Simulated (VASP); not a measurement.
# Zn12CO12F4 in VASP: single point with PBE+D3(BJ)

Aim: the single point of Zn12CO12F4 with PBE+D3(BJ).

All numbers are computed with VASP 6.6.1; they aren't measurements. Logs are shortened: lines on timing, memory, paths and dates and some standing lists are left out, and cuts for length are marked.

## Step 1: The cell of the first run

The cell holds a slab with vacuum, 29 atoms: a = 6.509 Å, b = 5.256 Å, c = 26.830 Å, α = 90.00°, β = 90.00°, γ = 90.00°.

## Step 2: Single point, PBE+D3(BJ)

The input, INCAR:

```
PREC = Accurate
ENCUT = 520
EDIFF = 1E-6
ISMEAR = 0
SIGMA = 0.05
LREAL = F
LASPH = T
NELM = 120
ALGO = Normal
ISIF = 2
LWAVE = F
LCHARG = T
LDIPOL = T
IDIPOL = 3
DIPOL = 0.5 0.5 0.460
GGA = PE
IVDW = 12
LELF = T
LVHAR = T
LVACPOTAV = T
NBANDS = 144
GGA_COMPAT = F
NELMDL = -8
```

The input, KPOINTS:

```
Automatic mesh
0
Gamma
  3 3 1
```

The input, POSCAR:

```
Zn12CO12F4
1.0
    6.5094894554      0.0000000000      0.0000000000
    0.0000000000      5.2564237846      0.0000000000
    0.0000000000      0.0000000000     26.8300471064
Zn O F C
12 12 4 1
Direct
    0.5000000000      0.9983827818      0.2981731626
    0.0000000000      0.9983827818      0.2981731626
    0.7500000000      0.4983827818      0.3331922541
    0.2500000000      0.4983827818      0.3331922541
    0.7500000000      0.9983827818      0.4032304369
    0.2500000000      0.9983827818      0.4032304369
   -0.0000321878      0.4945377008      0.4357148764
    0.4999974979      0.4942785356      0.4358196964
    0.0003054606      0.9953077856      0.5110681276
    0.4999987310      0.9950595145      0.5116596019
    0.2494477346      0.4581937777      0.5307239517
    0.7498258429      0.4582663150      0.5308118135
    0.5000000000      0.6195172182      0.2981731626
    0.0000000000      0.6195172182      0.2981731626
    0.7500000000      0.1195172182      0.3331922541
    0.2500000000      0.1195172182      0.3331922541
    0.7500000000      0.6195172182      0.4032304369
    0.2500000000      0.6195172182      0.4032304369
    0.0000551859      0.1171080493      0.4375932555
    0.4999824154      0.1167844248      0.4377869068
   -0.0002702066      0.6174169612      0.5078191237
    0.4996375010      0.6172129467      0.5080907856
    0.2496347691      0.1098338051      0.5429120131
    0.7506511539      0.1095414861      0.5427117492
    0.9253143385      1.0048999881      0.6572698154
    1.1054368413      0.6786986017      0.6321480683
    0.9294895525      0.6557601754      0.7011646990
    0.7696424591      0.6641498255      0.6297510900
    0.9328083344      0.7526944571      0.6551561090
```

Potentials or basis: VASP PAW PBE potentials, release 64 (Zn, O, F, C).

Command:

```bash
$ cat potpaw_PBE.64/Zn/POTCAR potpaw_PBE.64/O/POTCAR potpaw_PBE.64/F/POTCAR potpaw_PBE.64/C/POTCAR > POTCAR
$ mpirun -np 1 vasp_std > vasp.out
```

OUTCAR:

```text
PREC = Accurate
   ENCUT = 520
   EDIFF = 1E-6
   ISMEAR = 0
   LREAL = F
   LASPH = T
   NELM = 120
   ISIF = 2
   GGA = PE
   IVDW = 12
   NELMDL = -8
 IVDW          = 12

 ion  position               nearest neighbor table
   1  0.500  0.998  0.298-  15 1.98  16 1.98  13 1.99
   2  0.000  0.998  0.298-  15 1.98  16 1.98  14 1.99
   3  0.750  0.498  0.333-  17 1.98  14 1.98  13 1.98  15 1.99
   4  0.250  0.498  0.333-  18 1.98  14 1.98  13 1.98  16 1.99
   5  0.750  0.998  0.403-  19 1.97  20 1.97  15 1.98  17 1.99
   6  0.250  0.998  0.403-  19 1.97  20 1.97  16 1.98  18 1.99
   7  1.000  0.495  0.436-  17 1.96  18 1.96  19 1.98  21 2.04  11 3.03  12 3.03
   8  0.500  0.494  0.436-  18 1.96  17 1.96  20 1.98  22 2.04  12 3.03  11 3.03
   9  0.000  0.995  0.511-  24 1.93  23 1.93  21 1.99  19 2.07  11 2.97  12 2.98
  10  0.500  0.995  0.512-  24 1.93  23 1.93  22 1.99  20 2.08  12 2.97  11 2.97
  11  0.249  0.458  0.531-  23 1.86  22 1.93  21 1.93   9 2.97  10 2.97   7 3.03   8 3.03
  12  0.750  0.458  0.531-  24 1.86  22 1.93  21 1.93  10 2.97   9 2.98   8 3.03   7 3.03
  13  0.500  0.620  0.298-   3 1.98   4 1.98   1 1.99
  14  0.000  0.620  0.298-   3 1.98   4 1.98   2 1.99
  15  0.750  0.120  0.333-   5 1.98   2 1.98   1 1.98   3 1.99
  16  0.250  0.120  0.333-   6 1.98   2 1.98   1 1.98   4 1.99
  17  0.750  0.620  0.403-   7 1.96   8 1.96   3 1.98   5 1.99
  18  0.250  0.620  0.403-   7 1.96   8 1.96   4 1.98   6 1.99
  19  0.000  0.117  0.438-   6 1.97   5 1.97   7 1.98   9 2.07
  20  0.500  0.117  0.438-   6 1.97   5 1.97   8 1.98  10 2.08
  21  1.000  0.617  0.508-  11 1.93  12 1.93   9 1.99   7 2.04
  22  0.500  0.617  0.508-  11 1.93  12 1.93  10 1.99   8 2.04
  23  0.250  0.110  0.543-  11 1.86  10 1.93   9 1.93
  24  0.751  0.110  0.543-  12 1.86  10 1.93   9 1.93
  25  0.925  0.005  0.657-  29 1.33
  26  0.105  0.679  0.632-  29 1.34
  27  0.929  0.656  0.701-  29 1.34
  28  0.770  0.664  0.630-  29 1.35
  29  0.933  0.753  0.655-  25 1.33  27 1.34  26 1.34  28 1.35

  LATTYP: Found a simple orthorhombic cell.
 ALAT       =     5.2564237846
 B/A-ratio  =     1.2383874897
 C/A-ratio  =     5.1042397276

  Lattice vectors:

 A1 = (   0.0000000000,  -5.2564237846,   0.0000000000)
 A2 = (   6.5094894554,   0.0000000000,   0.0000000000)
 A3 = (   0.0000000000,   0.0000000000,  26.8300471064)

Analysis of symmetry for initial positions (statically):
=====================================================================
 Subroutine PRICEL returns:
 Original cell was already a primitive cell.

 Routine SETGRP: Setting up the symmetry group for a
 simple orthorhombic supercell.

[... 161 lines left out ...]
   TEBEG  =    0.0;   TEEND  =   0.0 temperature during run
   PSTRESS=    0.0 pullay stress
   NELECT =     248.0000    total number of electrons
   NUPDOWN=      -1.0000    fix difference up-down
   EMIN   =  10.00;   EMAX   =-10.00  energy-range for DOS
   EFERMI =   0.00;   METHOD = LEGACY
   ISMEAR =     0;   SIGMA  =   0.05  broadening in eV -4-tet -1-fermi 0-gaus
   EFERMI_NEDOS =   21; number of points for ismear=-14 and -15
   IALGO  =     38    algorithm
   IMIX   =      4    mixing-type and parameters
     AMIX     =   0.40;   BMIX     =  1.00
     AMIX_MAG =   1.60;   BMIX_MAG =  1.00
  volume/ion in A,a.u.               =      31.66       213.63
  Fermi-wavevector in a.u.,A,eV,Ry     =   1.058293  1.999883 15.238301  1.119984
  Thomas-Fermi vector in A             =   2.193597
   LORBIT       =      0    0 simple, 1 ext, 2 COOP (PROOUT), +10 PAW based schemes
   GGA     = PE    functional components
   LHFCALC =     F    Hartree Fock is set to
   AEXX    =    0.0000 exact exchange contribution
   IVDW    =    12    specifies the selected vdW correction
   LEPSILON=     F    determine dielectric tensor
   LRPA    =     F    only Hartree local field effects (RPA)
 non-spin polarized calculation
 Gauss-broadening in eV      SIGMA  =   0.05
  energy-cutoff  :      520.00
  volume of cell :      918.03
 maximum number of plane-waves:     24749
   NGX = 25   NGY = 19   NGZ = 99

 number of electron     247.9999952 magnetization

 dipolmoment           0.000000      0.000000      0.053211 electrons x Angstroem

 Free energy of the ion-electron system (eV)
  ---------------------------------------------------
  ext. energy  EPLUGINS =         0.00000000
  ---------------------------------------------------
  free energy    TOTEN  =      -128.30237114 eV

  energy without entropy =     -128.30237114  energy(sigma->0) =     -128.30237114

 E-fermi :  -2.5250     XC(G=0):  -4.5608

 val. band max:       -2.8010363912   @ k =   0.0000   0.0000   0.0000
 cond. band min:      -2.0989809972   @ k =   0.0000   0.0000   0.0000
 fundamental gap:      0.7020553940
 Fermi energy:        -2.5250218842

 k-point     1 :       0.0000    0.0000    0.0000
  band No.  band energies     occupation
      1     -32.2987      2.00000
      2     -29.3905      2.00000
      3     -29.3740      2.00000
      4     -29.3481      2.00000
      5     -21.1026      2.00000
      6     -20.9414      2.00000
[... 684 lines left out ...]
    135       2.9983      0.00000
    136       3.1420      0.00000
 [bands above 136 left out]

------------------------ aborting loop because EDIFF is reached ----------------------------------------

 Edisp (eV)   -4.31103

 E8    (eV) :    -1.6552

  FORCE on cell =-STRESS in cart. coord.  units (eV):
  Direction    XX          YY          ZZ          XY          YZ          ZX
  --------------------------------------------------------------------------------------
  -------------------------------------------------------------------------------------
  Total       4.09890     0.08542     1.36102     0.01285     0.79391    -0.00156
  in kB       7.15352     0.14907     2.37529     0.02243     1.38555    -0.00273
  external pressure =        3.23 kB  Pullay stress =        0.00 kB

 VOLUME and BASIS-vectors are now :
 -----------------------------------------------------------------------------
  energy-cutoff  :      520.00
  volume of cell :      918.03
      direct lattice vectors                 reciprocal lattice vectors
     6.509489455  0.000000000  0.000000000     0.153621879  0.000000000  0.000000000
     0.000000000  5.256423785  0.000000000     0.000000000  0.190243413  0.000000000
     0.000000000  0.000000000 26.830047106     0.000000000  0.000000000  0.037271645

 POSITION                                       TOTAL-FORCE (eV/Angst)
 -----------------------------------------------------------------------------------
      3.25474      5.24792      8.00000        -0.000412     -1.323764      1.079123
      0.00000      5.24792      8.00000         0.000304     -1.323469      1.079180
      4.88212      2.61971      8.93956        -0.001572      0.667451     -0.863575
      1.62737      2.61971      8.93956         0.001366      0.667352     -0.862628
      4.88212      5.24792     10.81869        -0.019443     -0.162702      0.306520
      1.62737      5.24792     10.81869         0.021471     -0.164456      0.301816
[... 21 lines left out ...]
      5.00998      3.49105     16.89625        -0.296807     -0.135086     -0.204789
      6.07211      3.95648     17.57787        -0.017800     -0.022170     -0.026398
 -----------------------------------------------------------------------------------
    total drift:                                0.000739      0.007718     -0.012197

  FREE ENERGIE OF THE ION-ELECTRON SYSTEM (eV)
  ---------------------------------------------------
  free  energy   TOTEN  =      -132.6134056141 eV

  energy  without entropy=     -132.6134056141  energy(sigma->0) =     -132.61340561

 vacuum level on the upper side and lower side of the slab         2.575         2.292
```

Run time: 1.6 h. Hardware: 1 thread of Intel Xeon 8259CL, shared host; peak memory 1.1 GiB.

What came out:

```
Free energy                : -132.6134 eV
Largest force              : 1.708 eV/Å
Band gap on the k mesh     : 0.70 eV
Dispersion energy per atom : -0.149 eV
```

Forces in eV/Å, atoms in the order of the input:
```
Zn   0.000 -1.324  1.079
Zn   0.000 -1.323  1.079
Zn  -0.002  0.667 -0.864
Zn   0.001  0.667 -0.863
Zn  -0.019 -0.163  0.307
Zn   0.021 -0.164  0.302
Zn   0.000 -0.003  0.017
Zn   0.000 -0.002  0.018
Zn   0.002 -0.007 -0.028
Zn  -0.002 -0.007 -0.025
Zn   0.000  0.046  0.035
Zn  -0.001  0.046  0.033
O    0.000  0.681  0.079
O    0.000  0.681  0.080
O   -0.001  0.082 -0.969
O    0.001  0.082 -0.971
O   -0.016  0.059  0.241
O    0.012  0.059  0.241
O   -0.001 -0.009  0.030
O    0.000 -0.010  0.032
O   -0.001  0.033 -0.009
O    0.001  0.033 -0.012
O   -0.001 -0.065  0.083
O    0.002 -0.064  0.086
F   -0.015  0.433  0.029
F    0.339 -0.120 -0.201
F   -0.007 -0.153  0.403
F   -0.297 -0.135 -0.205
C   -0.018 -0.022 -0.026
```

Caveat: semilocal functionals underestimate gaps, and a narrow one can read as zero.
